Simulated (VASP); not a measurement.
# Nb (P6_3/mmc) in VASP: further runs, part 2 of 2

VASP 6.6.1.

## Step 4: Single point, LDA

This run uses another cell than the first one, of 9.70 Å³/atom.

INCAR

```
PREC = Accurate
ENCUT = 520
EDIFF = 1E-7
ISMEAR = -1
SIGMA = 0.05
LREAL = F
LASPH = T
NELM = 60
ALGO = Normal
ISIF = 2
LWAVE = F
LCHARG = T
GGA = CA
LELF = T
LVHAR = T
NBANDS = 20
```

KPOINTS

```
Automatic mesh
0
Gamma
  15 15 8
```

POSCAR

```
Nb
1.0
    2.3533026066      0.0000000000      0.0000000000
   -1.1766513033      2.0380198401      0.0000000000
    0.0000000000      0.0000000000      4.0452854890
Nb
2
Direct
    0.3333333333      0.6666666667      0.2500000000
    0.6666666667      0.3333333333      0.7500000000
```

Potentials or basis: VASP PAW LDA potentials, release 64 (Nb_sv).

Command:

```bash
cat potpaw_LDA.64/Nb_sv/POTCAR > POTCAR
mpirun -np 1 vasp_std > vasp.out
```

OUTCAR:

```text
PREC = Accurate
   ENCUT = 520
   EDIFF = 1E-7
   ISMEAR = -1
   LREAL = F
   LASPH = T
   NELM = 60
   ISIF = 2
   GGA = CA

 ion  position               nearest neighbor table
   1  0.333  0.667  0.250-   2 2.44   2 2.44   2 2.44   2 2.44   2 2.44   2 2.44
   2  0.667  0.333  0.750-   1 2.44   1 2.44   1 2.44   1 2.44   1 2.44   1 2.44

  LATTYP: Found a hexagonal cell.
 ALAT       =     2.3533026066
 C/A-ratio  =     1.7189822837

  Lattice vectors:

[... 740 lines left out ...]

------------------------ aborting loop because EDIFF is reached ----------------------------------------

  FORCE on cell =-STRESS in cart. coord.  units (eV):
  Direction    XX          YY          ZZ          XY          YZ          ZX
  --------------------------------------------------------------------------------------
  -------------------------------------------------------------------------------------
  Total       38.3146585     38.3146585     38.2275631      0.0000000     -0.0000000      0.0000000
  in kB     3164.0270050   3164.0270050   3156.8346625      0.0000000     -0.0000000      0.0000000
  external PRESSURE =    3161.6295575 kB  Pullay stress =       0.0000000 kB

 VOLUME and BASIS-vectors are now :
 -----------------------------------------------------------------------------
  energy-cutoff  :      520.00
  volume of cell :       19.40
      direct lattice vectors                 reciprocal lattice vectors
     2.353302607  0.000000000  0.000000000     0.424934727  0.245336179  0.000000000
    -1.176651303  2.038019840  0.000000000     0.000000000  0.490672358  0.000000000
     0.000000000  0.000000000  4.045285489     0.000000000  0.000000000  0.247201342

 POSITION                                       TOTAL-FORCE (eV/Angst)
 -----------------------------------------------------------------------------------
     -0.00000      1.35868      1.01132        -0.000000     -0.000000      0.000000
      1.17665      0.67934      3.03396         0.000000      0.000000      0.000000
 -----------------------------------------------------------------------------------
    total drift:                               -0.000000      0.000000     -0.000000

  FREE ENERGIE OF THE ION-ELECTRON SYSTEM (eV)
  ---------------------------------------------------
  free  energy   TOTEN  =       -12.0288506759 eV

  energy  without entropy=      -12.0198934593  energy(sigma->0) =      -12.02437207
```

OSZICAR:

```text
N       E                     dE             d eps       ncg     rms          rms(c)
DAV:   1     0.371662349048E+03    0.37166E+03   -0.14773E+04  5448   0.151E+03
DAV:   2     0.146570517522E+02   -0.35701E+03   -0.34762E+03  5644   0.641E+02
DAV:   3    -0.106952908931E+02   -0.25352E+02   -0.23772E+02 10300   0.140E+02
DAV:   4    -0.119601228528E+02   -0.12648E+01   -0.12340E+01  7804   0.242E+01
DAV:   5    -0.119999556327E+02   -0.39833E-01   -0.39775E-01  8604   0.451E+00    0.291E+01
DAV:   6    -0.118938119398E+02    0.10614E+00   -0.59094E-01 10336   0.805E+00    0.141E+01
DAV:   7    -0.120006754825E+02   -0.10686E+00   -0.44879E-01 10640   0.640E+00    0.188E+00
DAV:   8    -0.120285177087E+02   -0.27842E-01   -0.75012E-02  6696   0.278E+00    0.441E-01
DAV:   9    -0.120288017050E+02   -0.28400E-03   -0.78483E-03  9180   0.796E-01    0.216E-01
DAV:  10    -0.120288523969E+02   -0.50692E-04   -0.87128E-04  7228   0.374E-01    0.828E-02
DAV:  11    -0.120288465716E+02    0.58253E-05   -0.15652E-04  6492   0.140E-01    0.127E-02
DAV:  12    -0.120288505816E+02   -0.40100E-05   -0.11142E-05  8156   0.487E-02    0.109E-02
DAV:  13    -0.120288507018E+02   -0.12018E-06   -0.67130E-07  7608   0.683E-03    0.149E-03
DAV:  14    -0.120288506759E+02    0.25861E-07   -0.32825E-08  4148   0.172E-03
   1 F= -.12028851E+02 E0= -.12024372E+02  d E =-.895722E-02
```

stdout:

```text
POSCAR found type information on POSCAR Nb
 POSCAR found :  1 types and       2 ions
 scaLAPACK will be used
 LDA part: xc-table for (Slater(with rela. corr.)+CA(PZ))
 , standard interpolation
 POSCAR, INCAR and KPOINTS ok, starting setup
 FFT: planning ... GRIDC
 FFT: planning ... GRID_SOFT
 FFT: planning ... GRID
 WAVECAR not read
 entering main loop
```

It took 27 s on 1 thread of AMD EPYC 9R45 (Zen 5), shared host; peak memory 0.12 GiB.

Results:

```
Free energy            : -12.0289 eV
Pressure               : 316.2 GPa
Band gap on the k mesh : zero (bands 13 and 14 overlap by 4.03 eV)
```

Levels at points of the mesh, in eV from the Fermi level:
```tsv
k point	band 10	band 11	band 12	band 13	band 14	band 15	band 16	band 17
(0.00, 0.00, 0.00)	-5.44	-2.44	-1.14	-1.14	0.26	0.26	2.93	2.93
(0.00, 0.00, 0.50)	-4.93	-1.12	-1.12	-1.12	-1.12	0.32	0.32	6.61
```

Caveat: the cell stands under pressure.

## Step 5: Single point, LDA (9.70 Å³/atom)

This run uses another cell than the first one, of 9.70 Å³/atom.

INCAR

```
SYSTEM = Nb
ALGO     = Normal         ! electronic algorithm
EDIFF    = 1E-7           ! SCF threshold, eV
ENCUT    = 520            ! plane-wave cutoff, eV
ISIF     = 2              ! what is computed and relaxed
ISMEAR   = -1             ! smearing method
LASPH    = .TRUE.         ! aspherical terms in the spheres
LCHARG   = .FALSE.        ! write CHGCAR
LREAL    = .FALSE.        ! projectors in reciprocal space
LWAVE    = .FALSE.        ! write WAVECAR
NBANDS   = 20             ! bands
NELM     = 100            ! most SCF steps
PREC     = Accurate       ! precision mode
SIGMA    = 0.05           ! smearing width, eV
```

KPOINTS

```
k-points
0
G
  15 15 8
  0 0 0
```

POSCAR is that of step 4.

Command:

```bash
cat potpaw_LDA.64/Nb_sv/POTCAR > POTCAR
mpirun -np 1 vasp_std > vasp.out
```

Run time: 27 s. Hardware: 1 thread of AMD EPYC 9R45 (Zen 5), shared host; peak memory 0.12 GiB.

It converged, with:

- Free energy: -12.0289 eV
- Pressure: 316.2 GPa
- Band gap on the k mesh: zero (bands 13 and 14 overlap by 4.03 eV)

Stress tensor (GPa, compression positive):
```
316.40   0.00   0.00
  0.00 316.40   0.00
  0.00   0.00 315.68
```

Levels at points of the mesh, in eV from the Fermi level:
```csv
k point,band 9,band 10,band 11,band 12,band 13,band 14,band 15,band 16,band 17,band 18
"(0.00, 0.00, 0.00)",-6.51,-5.44,-2.44,-1.14,-1.14,0.26,0.26,2.93,2.93,6.31
"(0.00, 0.00, 0.50)",-4.93,-4.93,-1.12,-1.12,-1.12,-1.12,0.32,0.32,6.61,6.61
```

Caveat: the cell stands under pressure.

## Step 6: Single point, LDA

This run uses another cell than the first one, of 11.46 Å³/atom.

INCAR

```
SYSTEM = Nb
  PREC = Accurate
  ENCUT = 520
  EDIFF = 1E-7
  ISMEAR = -1
  SIGMA = 0.05
  LREAL = .FALSE.
  LASPH = .TRUE.
  NELM = 60
  ALGO = Normal
  ISIF = 2
  LWAVE = .FALSE.
  LCHARG = .FALSE.
  GGA = CA
  NBANDS = 20
```

KPOINTS

```
Automatic mesh
0
G
  15 15 8
  0 0 0
```

POSCAR

```
Nb
1.0
    2.4696643808      0.0000000000      0.0000000000
   -1.2348321904      2.1387920926      0.0000000000
    0.0000000000      0.0000000000      4.3408973814
Nb
2
Direct
    0.3333333333      0.6666666667      0.2500000000
    0.6666666667      0.3333333333      0.7500000000
```

Potentials or basis: VASP PAW LDA potentials, release 64 (Nb_sv).

Command:

```bash
cat potpaw_LDA.64/Nb_sv/POTCAR > POTCAR
mpirun -np 1 vasp_std > vasp.out
```

Run time: 24 s. Hardware: 1 thread of AMD EPYC 9R45 (Zen 5), shared host; peak memory 0.13 GiB.

Results (log left out):

```
Free energy            : -17.2085 eV
Pressure               : 168.9 GPa
Band gap on the k mesh : zero (bands 13 and 14 overlap by 4.32 eV)
```

Stress tensor (GPa, compression positive):
```
169.01   0.00   0.00
  0.00 169.01   0.00
  0.00   0.00 168.68
```

Levels at points of the mesh, in eV from the Fermi level:
```tsv
k point	band 9	band 10	band 11	band 12	band 13	band 14	band 15	band 16	band 17	band 18
(0.00, 0.00, 0.00)	-6.31	-5.65	-2.01	-0.51	-0.51	0.52	0.52	3.13	3.13	3.98
(0.00, 0.00, 0.50)	-4.66	-4.66	-1.01	-1.01	-0.44	-0.44	-0.44	-0.44	5.80	5.80
```

Caveat: the cell stands under pressure.
